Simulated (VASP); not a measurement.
Wanted: the native input for a VASP 6.6.1 run.

* Task: single point
* Functional: PBEsol
* Potentials or basis: VASP PAW PBE potentials, release 64 (Bi_d, P)
* Cutoff: 520 eV
* k mesh: 10 × 10 × 6
* Occupations: gaussian, width 0.05 eV
* Spin: no spin polarisation
* Dipole correction: no
* Further INCAR settings: ALGO = Normal; EDIFF = 1e-06; NBANDS = 28

The structure of BiP lies in POSCAR:

```
BiP
1.0
    4.0498966654      0.0000000000      0.0000000000
   -2.0249483327      3.5073133950      0.0000000000
    0.0000000000      0.0000000000      7.2164800216
Bi P
2 2
Direct
    0.0000000000      0.0000000000      0.0000000000
    0.0000000000      0.0000000000      0.5000000000
    0.3333333333      0.6666666667      0.2500000000
    0.6666666667      0.3333333333      0.7500000000
```

One way to write it, as run:

INCAR

```
SYSTEM = BiP
PREC = Accurate
ENCUT = 520
EDIFF = 1E-6
ISMEAR = 0
SIGMA = 0.05
LREAL = .False.
LASPH = .True.
NELM = 80
ALGO = Normal
ISIF = 2
LWAVE = .False.
LCHARG = .False.
GGA = PS
NBANDS = 28
```

KPOINTS

```
Automatic mesh
0
Gamma
  10 10 6
  0 0 0
```

Potentials or basis: VASP PAW PBE potentials, release 64 (Bi_d, P).

Run with:

```sh
$ cat potpaw_PBE.64/Bi_d/POTCAR potpaw_PBE.64/P/POTCAR > POTCAR
$ mpirun -np 1 vasp_std > vasp.out
```

It gave:

```yaml
Pressure: -2.9 GPa
Band_gap_on_the_k_mesh: zero (bands 20 and 21 overlap by 1.00 eV)
```

Caveat: the PAW data sets were made with another functional, which shifts forces and pressure a little; spin-orbit coupling is left out, which moves the levels of the heavy elements.

It took 65 s on 1 thread of Intel(R) Xeon(R) 6975P-C (Granite Rapids), on a shared host, peak memory 0.28 GiB.
